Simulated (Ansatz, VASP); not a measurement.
## Two plane-wave programs on Cd5HgTe6

```
Cd Hg Te
1.0
     4.31857    0.00000    0.00000
     0.00000    4.31857    0.00000
     0.00000    0.00000   18.53215
Cd Hg Te
5 1 6
Direct
  0.00000 0.00000 0.66595
  0.50000 0.50000 0.83196
  0.50000 0.50000 0.16804
  0.00000 0.00000 0.33405
  0.50000 0.50000 0.50000
  0.00000 0.00000 0.00000
  0.00000 0.00000 0.82797
  0.50000 0.50000 0.00000
  0.00000 0.00000 0.17203
  0.50000 0.50000 0.33528
  0.00000 0.00000 0.50000
  0.50000 0.50000 0.66472
```

Alike in both runs: functional PBE; k mesh 8 × 8 × 2; occupations gaussian, width 0.1 eV; no spin polarisation.

Ansatz relaxed the structure, and its values are those at the end. VASP's run is a single point on that final structure, the one shown.

|  | VASP | Ansatz |
| --- | --- | --- |
| version | VASP 6.6.1 | Ansatz 0.2.0 |
| potentials or method | VASP PAW PBE potentials, release 64 (Cd, Hg, Te), cutoff 520 eV | scalar-relativistic, plane waves, PAW |
| valence electrons in the cell | 108 | 216 |

Ansatz gave:

```
gap on the k mesh at the Fermi level (eV) : none
pressure (GPa)                            : 0.0
```

Task: What did VASP give for the same quantities?

Result: gap on the k mesh at the Fermi level (eV): none; pressure (GPa): 0.2.

A gap of «none» marks a metal or a gap that the smearing closes. The functional is the same, so the differences come from potentials, cutoffs and numerics. VASP's potentials hold 108 valence electrons a cell and Ansatz's 216, so a difference there can come from the potentials and not from the codes.

Neither program's run includes spin-orbit coupling.
